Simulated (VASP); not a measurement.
# AlInSbN2 (P3m1) in VASP: notebook, part 3 of 4

VASP 6.6.1. Earlier steps stand in the parts before.

**4. Single point, PBE**

This run uses another cell than the first one, of 16.67 Å³/atom, 1.018 times its volume.

Contents of INCAR:

```
ALGO = Normal
EDIFF = 1E-6
ENCUT = 520
GGA = PE
ISIF = 2
ISMEAR = 0
LASPH = True
LCHARG = False
LREAL = False
LWAVE = False
NBANDS = 24
NELM = 60
PREC = Accurate
SIGMA = 0.1
```

Contents of KPOINTS:

```
k-points
0
Gamma
  12 12 4
```

Contents of POSCAR:

```
AlInSbN2
1.0
    3.1968710866      0.0000000000      0.0000000000
   -1.5984355433      2.7685715737      0.0000000000
    0.0000000000      0.0000000000      9.4163681659
Al In Sb N
1 1 1 2
Direct
    0.0000000000      0.0000000000      0.3613191374
    0.3333333333      0.6666666667      0.0589799310
    0.6666666667      0.3333333333      0.6964757603
    0.6666666667      0.3333333333      0.3122196085
    0.0000000000      0.0000000000      0.5710055628
```

Potentials or basis: VASP PAW PBE potentials, release 64 (Al, In_d, Sb, N).

On the command line:

```sh
$ cat potpaw_PBE.64/Al/POTCAR potpaw_PBE.64/In_d/POTCAR potpaw_PBE.64/Sb/POTCAR potpaw_PBE.64/N/POTCAR > POTCAR
$ mpirun -np 1 vasp_std > vasp.out
```

OUTCAR:

```text
EDIFF = 1E-6
   ENCUT = 520
   GGA = PE
   ISIF = 2
   ISMEAR = 0
   LASPH = True
   LREAL = False
   NELM = 60
   PREC = Accurate

 ion  position               nearest neighbor table
   1  0.000  0.000  0.361-   4 1.90   4 1.90   4 1.90   5 1.97   2 3.39   2 3.39   2 3.39
   2  0.333  0.667  0.059-   1 3.39   1 3.39   1 3.39   3 3.88   3 3.88   3 3.88
   3  0.667  0.333  0.696-   5 2.19   5 2.19   5 2.19   2 3.88   2 3.88   2 3.88
   4  0.667  0.333  0.312-   1 1.90   1 1.90   1 1.90
   5  0.000  0.000  0.571-   1 1.97   3 2.19   3 2.19   3 2.19

  LATTYP: Found a hexagonal cell.
 ALAT       =     3.1968710866
 C/A-ratio  =     2.9454951141

  Lattice vectors:

 A1 = (   3.1968710866,   0.0000000000,   0.0000000000)
 A2 = (  -1.5984355433,   2.7685715737,   0.0000000000)
 A3 = (   0.0000000000,   0.0000000000,   9.4163681659)

Analysis of symmetry for initial positions (statically):
=====================================================================
 Subroutine PRICEL returns:
 Original cell was already a primitive cell.

 Routine SETGRP: Setting up the symmetry group for a
 hexagonal supercell.

 Subroutine GETGRP returns: Found  6 space group operations
 (whereof  6 operations were pure point group operations)
 out of a pool of 24 trial point group operations.

The static configuration has the point symmetry C_3v.

Analysis of symmetry for dynamics (positions and initial velocities):
=====================================================================
 Subroutine PRICEL returns:
 Original cell was already a primitive cell.

 Routine SETGRP: Setting up the symmetry group for a
 hexagonal supercell.

 Subroutine GETGRP returns: Found  6 space group operations
 (whereof  6 operations were pure point group operations)
 out of a pool of 24 trial point group operations.

The dynamic configuration has the point symmetry C_3v.

 Subroutine INISYM returns: Found  6 space group operations
 (whereof  6 operations are pure point group operations),
 and found     1 'primitive' translations

----------------------------------------------------------------------------------------

                                     Primitive cell

  volume of cell :      83.3421

  direct lattice vectors                    reciprocal lattice vectors
     3.196871087  0.000000000  0.000000000     0.312805857  0.180598546  0.000000000
    -1.598435543  2.768571574  0.000000000     0.000000000  0.361197091  0.000000000
     0.000000000  0.000000000  9.416368166     0.000000000  0.000000000  0.106198057

  length of vectors
     3.196871087  3.196871087  9.416368166     0.361197091  0.361197091  0.106198057

  position of ions in fractional coordinates (direct lattice)
     0.000000000  0.000000000  0.361319137
     0.333333333  0.666666667  0.058979931
     0.666666667  0.333333333  0.696475760
     0.666666667  0.333333333  0.312219609
     0.000000000  0.000000000  0.571005563

  ion indices of the primitive-cell ions
   primitive index   ion index
                 1           1
                 2           2
                 3           3
                 4           4
                 5           5

----------------------------------------------------------------------------------------

 KPOINTS: k-points

Automatic generation of k-mesh.
 Grid dimensions read from file:
 generate k-points for:   12   12    4

 Generating k-lattice:

  Cartesian coordinates                     Fractional coordinates (reciprocal lattice)
     0.026067155  0.015049879  0.000000000     0.083333333 -0.000000000  0.000000000
     0.000000000  0.030099758  0.000000000     0.000000000  0.083333333  0.000000000
     0.000000000  0.000000000  0.026549514     0.000000000  0.000000000  0.250000000

  Length of vectors
     0.030099758  0.030099758  0.026549514

  Shift w.r.t. Gamma in fractional coordinates (k-lattice)
     0.000000000  0.000000000  0.000000000

 Subroutine IBZKPT returns following result:
 ===========================================

 Found     69 irreducible k-points:

 Following reciprocal coordinates:
            Coordinates               Weight
  0.000000  0.000000  0.000000      1.000000
  0.083333 -0.000000  0.000000      6.000000
  0.166667  0.000000  0.000000      6.000000
  0.250000  0.000000  0.000000      6.000000
  0.333333  0.000000  0.000000      6.000000
  0.416667  0.000000  0.000000      6.000000
[... 16 lines left out ...]
  0.166667  0.000000  0.250000      6.000000
  0.000000  0.166667  0.250000      6.000000
 [... further k-points ...]
   k-points           NKPTS =     69   k-points in BZ     NKDIM =     69   number of bands    NBANDS=     24
   number of dos      NEDOS =    301   number of ions     NIONS =      5
   total plane-waves  NPLWV =  40320
   dimension x,y,z NGX =    24 NGY =   24 NGZ =   70
   dimension x,y,z NGXF=    48 NGYF=   48 NGZF=  140
   ions per type =               1   1   1   2
   NGX,Y,Z   is equivalent  to a cutoff of  12.48, 12.48, 12.36 a.u.
   NGXF,Y,Z  is equivalent  to a cutoff of  24.96, 24.96, 24.72 a.u.
 SYSTEM =  unknown system
   PREC   = accura    normal or accurate (medium, high low for compatibility)
   ISTART =      0    job   : 0-new  1-cont  2-samecut
   ICHARG =      2    charge: 1-file 2-atom 10-const
   ISPIN  =      1    spin polarized calculation?
   LNONCOLLINEAR =      F non collinear calculations
   LSORBIT =      F    spin-orbit coupling
   LASPH  =      T    aspherical Exc in radial PAW
   ENCUT  =  520.0 eV  38.22 Ry    6.18 a.u.   5.94  5.94 17.51*2*pi/ulx,y,z
   NELM   =     60;   NELMIN=  2; NELMDL= -5     # of ELM steps
   EDIFF  = 0.1E-05   stopping-criterion for ELM
   LREAL  =      F    real-space projection
   EDIFFG = 0.1E-04   stopping-criterion for IOM
   NSW    =      0    number of steps for IOM
   IBRION =     -1    ionic relax: 0-MD 1-quasi-New 2-CG
   NFREE  =      0    steps in history (QN), initial steepest desc. (CG)
   ISIF   =      2    stress and relaxation
   ISYM   =      2    0-nonsym 1-usesym 2-fastsym
   POTIM  = 0.5000    time-step for ionic-motion
   TEBEG  =    0.0;   TEEND  =   0.0 temperature during run
   PSTRESS=    0.0 pullay stress
   NELECT =      31.0000    total number of electrons
   NUPDOWN=      -1.0000    fix difference up-down
   EMIN   =  10.00;   EMAX   =-10.00  energy-range for DOS
   EFERMI =   0.00;   METHOD = LEGACY
   ISMEAR =     0;   SIGMA  =   0.10  broadening in eV -4-tet -1-fermi 0-gaus
   EFERMI_NEDOS =   21; number of points for ismear=-14 and -15
   IALGO  =     38    algorithm
   IMIX   =      4    mixing-type and parameters
     AMIX     =   0.40;   BMIX     =  1.00
     AMIX_MAG =   1.60;   BMIX_MAG =  1.00
  volume/ion in A,a.u.               =      16.67       112.48
  Fermi-wavevector in a.u.,A,eV,Ry     =   1.177355  2.224878 18.859905  1.386164
  Thomas-Fermi vector in A             =   2.313703
   LORBIT       =      0    0 simple, 1 ext, 2 COOP (PROOUT), +10 PAW based schemes
   GGA     = PE    functional components
   LHFCALC =     F    Hartree Fock is set to
   AEXX    =    0.0000 exact exchange contribution
   IVDW    =     0    specifies the selected vdW correction
   LEPSILON=     F    determine dielectric tensor
   LRPA    =     F    only Hartree local field effects (RPA)
 non-spin polarized calculation
 Gauss-broadening in eV      SIGMA  =   0.10
  energy-cutoff  :      520.00
  volume of cell :       83.34
 maximum number of plane-waves:      2268
   NGX = 11   NGY = 11   NGZ = 35

 number of electron      30.9999997 magnetization

 Free energy of the ion-electron system (eV)
  ---------------------------------------------------
  ext. energy  EPLUGINS =         0.00000000
  ---------------------------------------------------
  free energy    TOTEN  =       -28.05306526 eV

  energy without entropy =      -28.04487098  energy(sigma->0) =      -28.04896812

 E-fermi :   7.5991     XC(G=0): -10.3618

 val. band max:        7.5788363823   @ k =  -0.1667   0.5000   0.2500
 cond. band min:       7.6093651947   @ k =   0.4167   0.1667   0.5000
 fundamental gap:      0.0305288124
 Fermi energy:         7.5991023871

 k-point     1 :       0.0000    0.0000    0.0000
  band No.  band energies     occupation
      1      -9.9756      2.00000
      2      -7.4409      2.00000
      3      -7.1573      2.00000
      4      -7.1019      2.00000
      5      -7.1019      2.00000
      6      -6.8785      2.00000
[... 637 lines left out ...]
     23      16.1522      0.00000
     24      16.7446      0.00000

 [... further k-points ...]
[... 5 lines left out ...]
  --------------------------------------------------------------------------------------
  -------------------------------------------------------------------------------------
  Total       -0.1196994     -0.1196994     -0.0346607      0.0000000     -0.0000000      0.0000000
  in kB       -2.3011143     -2.3011143     -0.6663208      0.0000000     -0.0000000      0.0000000
  external PRESSURE =      -1.7561831 kB  Pullay stress =       0.0000000 kB

 VOLUME and BASIS-vectors are now :
 -----------------------------------------------------------------------------
  energy-cutoff  :      520.00
  volume of cell :       83.34
      direct lattice vectors                 reciprocal lattice vectors
     3.196871087  0.000000000  0.000000000     0.312805857  0.180598546  0.000000000
    -1.598435543  2.768571574  0.000000000     0.000000000  0.361197091  0.000000000
     0.000000000  0.000000000  9.416368166     0.000000000  0.000000000  0.106198057

 POSITION                                       TOTAL-FORCE (eV/Angst)
 -----------------------------------------------------------------------------------
      0.00000      0.00000      3.40231        -0.000000      0.000000      0.003847
     -0.00000      1.84571      0.55538         0.000000     -0.000000     -0.004646
      1.59844      0.92286      6.55827        -0.000000      0.000000      0.029161
      1.59844      0.92286      2.93997        -0.000000     -0.000000      0.012188
      0.00000      0.00000      5.37680        -0.000000      0.000000     -0.040550
 -----------------------------------------------------------------------------------
    total drift:                               -0.000000      0.000001      0.000442

  FREE ENERGIE OF THE ION-ELECTRON SYSTEM (eV)
  ---------------------------------------------------
  free  energy   TOTEN  =       -28.0530652631 eV

  energy  without entropy=      -28.0448709802  energy(sigma->0) =      -28.04896812
```

OSZICAR:

```text
N       E                     dE             d eps       ncg     rms          rms(c)
DAV:   1     0.253765846575E+03    0.25377E+03   -0.13394E+04  3312   0.134E+03
DAV:   2    -0.825207487997E+00   -0.25459E+03   -0.23438E+03  3680   0.357E+02
DAV:   3    -0.323329089884E+02   -0.31508E+02   -0.30531E+02  4304   0.119E+02
DAV:   4    -0.337649134465E+02   -0.14320E+01   -0.14270E+01  3904   0.283E+01
DAV:   5    -0.338200073277E+02   -0.55094E-01   -0.55078E-01  4600   0.562E+00    0.132E+01
DAV:   6    -0.281188915114E+02    0.57011E+01   -0.20806E+01  4824   0.287E+01    0.717E+00
DAV:   7    -0.281246267053E+02   -0.57352E-02   -0.33153E+00  4032   0.112E+01    0.333E+00
DAV:   8    -0.280776052230E+02    0.47021E-01   -0.36616E-01  4184   0.393E+00    0.158E+00
DAV:   9    -0.280536746490E+02    0.23931E-01   -0.56464E-02  4688   0.208E+00    0.515E-01
DAV:  10    -0.280528407430E+02    0.83391E-03   -0.13748E-02  4544   0.900E-01    0.243E-01
DAV:  11    -0.280529923471E+02   -0.15160E-03   -0.26670E-03  4552   0.426E-01    0.996E-02
DAV:  12    -0.280530557420E+02   -0.63395E-04   -0.31624E-04  4272   0.138E-01    0.480E-02
DAV:  13    -0.280530643864E+02   -0.86444E-05   -0.53453E-05  4120   0.519E-02    0.212E-02
DAV:  14    -0.280530654505E+02   -0.10641E-05   -0.85775E-06  4352   0.198E-02    0.546E-03
DAV:  15    -0.280530652631E+02    0.18738E-06   -0.12731E-06  2816   0.850E-03
   1 F= -.28053065E+02 E0= -.28048968E+02  d E =-.819428E-02
```

stdout:

```text
POSCAR found type information on POSCAR AlInSbN
 POSCAR found :  4 types and       5 ions
 scaLAPACK will be used
 LDA part: xc-table for (Slater+PW92), standard interpolation
 POSCAR, INCAR and KPOINTS ok, starting setup
 FFT: planning ... GRIDC
 FFT: planning ... GRID_SOFT
 FFT: planning ... GRID
 WAVECAR not read
 entering main loop
```

Run time: 50 s. Hardware: 1 thread of Intel Xeon 6975P-C (Granite Rapids), shared host; peak memory 0.29 GiB.

Results:

- Free energy: -28.0531 eV
- Pressure: -0.2 GPa
- Largest force: 0.041 eV/Å

Forces in eV/Å, atoms in the order of the input:
```
Al   0.000  0.000  0.004
In   0.000  0.000 -0.005
Sb   0.000  0.000  0.029
N    0.000  0.000  0.012
N    0.000  0.000 -0.041
```

Levels at points of the mesh, in eV from the Fermi level:
| k point | band 11 | band 12 | band 13 | band 14 | band 15 | band 16 | band 17 | band 18 | band 19 | band 20 |
| --- | --- | --- | --- | --- | --- | --- | --- | --- | --- | --- |
| (0.00, 0.00, 0.00) | -2.74 | -2.74 | -1.88 | -1.88 | -1.64 | -0.22 | 2.56 | 5.14 | 5.45 | 5.45 |
| (0.50, 0.00, 0.00) | -4.10 | -4.02 | -2.68 | -2.59 | -2.25 | -1.12 | -0.50 | 3.14 | 3.55 | 4.31 |
| (0.00, 0.00, 0.50) | -3.13 | -2.74 | -2.74 | -1.88 | -1.88 | 1.03 | 2.02 | 4.91 | 5.45 | 5.45 |
| (0.50, 0.00, 0.50) | -4.10 | -3.61 | -3.22 | -2.69 | -2.68 | -0.68 | 0.02 | 2.65 | 3.37 | 4.35 |

Caveat: spin-orbit coupling is left out, which moves the levels of the heavy elements.

(Continued in part 4 of 4.)
